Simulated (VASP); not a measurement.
Here is a VASP 6.6.1 calculation.

POSCAR

```
PbS
1.0
    0.0000000000      5.9315000000      5.9315000000
    5.9315000000      0.0000000000      5.9315000000
    5.9315000000      5.9315000000      0.0000000000
Pb S
8 8
Direct
    0.0000000000      0.0000000000      0.0000000000
    0.0000000000      0.0000000000      0.5000000000
    0.0000000000      0.5000000000      0.0000000000
    0.0000000000      0.5000000000      0.5000000000
    0.5000000000      0.0000000000      0.0000000000
    0.5000000000      0.0000000000      0.5000000000
    0.5000000000      0.5000000000      0.0000000000
    0.5000000000      0.5000000000      0.5000000000
    0.2500000000      0.2500000000      0.2500000000
    0.2500000000      0.2500000000      0.7500000000
    0.2500000000      0.7500000000      0.2500000000
    0.2500000000      0.7500000000      0.7500000000
    0.7500000000      0.2500000000      0.2500000000
    0.7500000000      0.2500000000      0.7500000000
    0.7500000000      0.7500000000      0.2500000000
    0.7500000000      0.7500000000      0.7500000000
```

The input INCAR.step1:

```
SYSTEM = PbS
PREC     = Accurate       ! precision mode
ENCUT    = 550            ! plane-wave cutoff, eV
ISMEAR   = -1             ! smearing method
SIGMA    = 0.05           ! smearing width, eV
LREAL    = .FALSE.        ! projectors in reciprocal space
LASPH    = .TRUE.         ! aspherical terms in the spheres
NELM     = 120            ! most SCF steps
NBANDS   = 94             ! bands
GGA      = PE             ! functional
ALGO     = Normal         ! electronic algorithm
EDIFF    = 1E-5           ! SCF threshold, eV
LWAVE    = .TRUE.         ! write WAVECAR
LCHARG   = .FALSE.        ! write CHGCAR
GGA_COMPAT= .FALSE.
```

Contents of INCAR.step2:

```
SYSTEM = PbS
PREC     = Accurate       ! precision mode
ENCUT    = 550            ! plane-wave cutoff, eV
EDIFF    = 1E-6           ! SCF threshold, eV
ISMEAR   = -1             ! smearing method
SIGMA    = 0.05           ! smearing width, eV
LREAL    = .FALSE.        ! projectors in reciprocal space
LASPH    = .TRUE.         ! aspherical terms in the spheres
NELM     = 120            ! most SCF steps
ALGO     = Normal         ! electronic algorithm
ISIF     = 2              ! what is computed and relaxed
LWAVE    = .FALSE.        ! write WAVECAR
LCHARG   = .FALSE.        ! write CHGCAR
METAGGA  = R2SCAN         ! meta-GGA
LMIXTAU  = .TRUE.       
NBANDS   = 94             ! bands
ISTART   = 1            
GGA_COMPAT= .FALSE.
```

File KPOINTS:

```
Automatic mesh
0
G
  1 1 1
  0 0 0
```

Potentials or basis: VASP PAW PBE potentials, release 64 (Pb_d, S).

Command:

```sh
$ cat potpaw_PBE.64/Pb_d/POTCAR potpaw_PBE.64/S/POTCAR > POTCAR
$ cp INCAR.step1 INCAR
$ mpirun -np 1 vasp_gam > vasp.out
$ cp INCAR.step2 INCAR
$ mpirun -np 1 vasp_gam > vasp.out
```

(1) Estimate the pressure.

Results:

(1) 9.5 GPa.

Caveat: the k points lie up to 0.92 Å⁻¹ apart; the PAW data sets were made with another functional, which shifts forces and pressure a little.
